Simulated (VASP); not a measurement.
A run of VASP 6.6.1 is set up as follows.

INCAR

```
SYSTEM = SiGe
ALGO     = Normal         ! electronic algorithm
EDIFF    = 1E-7           ! SCF threshold, eV
ENCUT    = 520            ! plane-wave cutoff, eV
GGA      = PS             ! functional
ISIF     = 2              ! what is computed and relaxed
ISMEAR   = 0              ! smearing method
LASPH    = .True.         ! aspherical terms in the spheres
LCHARG   = .False.        ! write CHGCAR
LREAL    = .False.        ! projectors in reciprocal space
LWAVE    = .False.        ! write WAVECAR
NBANDS   = 26             ! bands
NELM     = 100            ! most SCF steps
PREC     = Accurate       ! precision mode
SIGMA    = 0.02           ! smearing width, eV
```

KPOINTS

```
k-points
0
Gamma
  12 12 6
  0 0 0
```

The input POSCAR:

```
SiGe
1.0
    3.8190142253      0.0000000000      0.0000000000
   -1.9095071126      3.3073633366      0.0000000000
    0.0000000000      0.0000000000      6.3183262891
Si Ge
2 2
Direct
    0.6666666667      0.3333333333      0.8742794327
    0.3333333333      0.6666666667      0.3742794327
    0.6666666667      0.3333333333      0.5007195673
    0.3333333333      0.6666666667      0.0007195673
```

Potentials or basis: VASP PAW PBE potentials, release 64 (Si, Ge_d).

The run is started by

```sh
$ cat potpaw_PBE.64/Si/POTCAR potpaw_PBE.64/Ge_d/POTCAR > POTCAR
$ mpirun -np 1 vasp_std > vasp.out
```

Question: What does it give for the band gap on the k mesh?

Answer: 0.24 eV (least direct gap 0.59 eV).

Question: Estimate the pressure.

Answer: 5.7 GPa.

Caveat: the cell stands under pressure; semilocal functionals underestimate gaps, and a narrow one can read as zero; the PAW data sets were made with another functional, which shifts forces and pressure a little. A k mesh can miss the band edges.
